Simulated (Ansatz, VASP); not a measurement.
## MgB2 in VASP and in Ansatz

Contents of INCAR:

```
  PREC = Accurate
  ENCUT = 600
  EDIFF = 1E-7
  ISMEAR = -1
  SIGMA = 0.05
  LREAL = False
  LASPH = True
  NELM = 80
  ALGO = Normal
  ISIF = 3
  LWAVE = False
  LCHARG = False
  IBRION = 2
  NSW = 60
  EDIFFG = -0.01
```

Contents of KPOINTS:

```
regular mesh
0
Gamma
  10 10 8
```

Contents of POSCAR:

```
MgB2
1.0
    3.0850000000      0.0000000000      0.0000000000
   -1.5425000000      2.6716883707      0.0000000000
    0.0000000000      0.0000000000      3.5230000000
Mg B
1 2
Direct
    0.0000000000      0.0000000000      0.0000000000
    0.6666666667      0.3333333333      0.5000000000
    0.3333333333      0.6666666667      0.5000000000
```

Contents of input.yaml:

```yaml
crystal:
  lattice:
    - [3.085, 0.0, 0.0]
    - [-1.5425, 2.6716883707, 0.0]
    - [0.0, 0.0, 3.523]
  atoms:
    - { symbol: Mg, position: [0.0, 0.0, 0.0] }
    - { symbol: B, position: [0.6666666667, 0.3333333333, 0.5] }
    - { symbol: B, position: [0.3333333333, 0.6666666667, 0.5] }
hamiltonian:
  xc: lda
  pseudopotentials: { kind: paw }
kpoints:
  mp_grid: { grid: [10, 10, 8] }
scf:
  occupations: { method: fermi_dirac, width: 0.05 }
output:
  forces: true
  stress: true
  write_density: true
  write_potential: true
  elf: true
  volumetric_format: npy
relax:
  f_tol: 0.01
  max_steps: 40
  cell: { stress_tol: 0.05 }
```

Alike in both runs: task relaxation of cell and atoms; functional LDA; k mesh 10 × 10 × 8; occupations fermi-dirac, width 0.05 eV; no spin polarisation.

```csv
,VASP,Ansatz
version,VASP 6.6.1,Ansatz 0.2.0
potentials or method,"VASP PAW LDA potentials, release 64 (Mg, B)",Ansatz PAW
plane-wave cutoff (eV),600,420
valence electrons in the cell,8,16
```

VASP gave:

```
gap on the k mesh at the Fermi level, each at its own relaxed structure (eV) : none
relaxed volume (Å³/atom)                                                     : 9.15
relaxed cell length with the largest relative difference (Å)                 : 3.431
```

Problem. Estimate Ansatz's values.

Solution. gap on the k mesh at the Fermi level, each at its own relaxed structure (eV): none; relaxed volume (Å³/atom): 9.18; relaxed cell length with the largest relative difference (Å): 3.438.

LDA's correlation is that of Perdew and Zunger in VASP and of Perdew and Wang (1992) in Ansatz. A gap of «none» marks a metal or a gap that the smearing closes. VASP's potentials hold 8 valence electrons a cell and Ansatz's 16, so a difference there can come from the potentials and not from the codes.

Noted on Ansatz's run: the plane-wave basis is chosen anew once the cell has moved, so the energies of steps on either side of that aren't comparable.
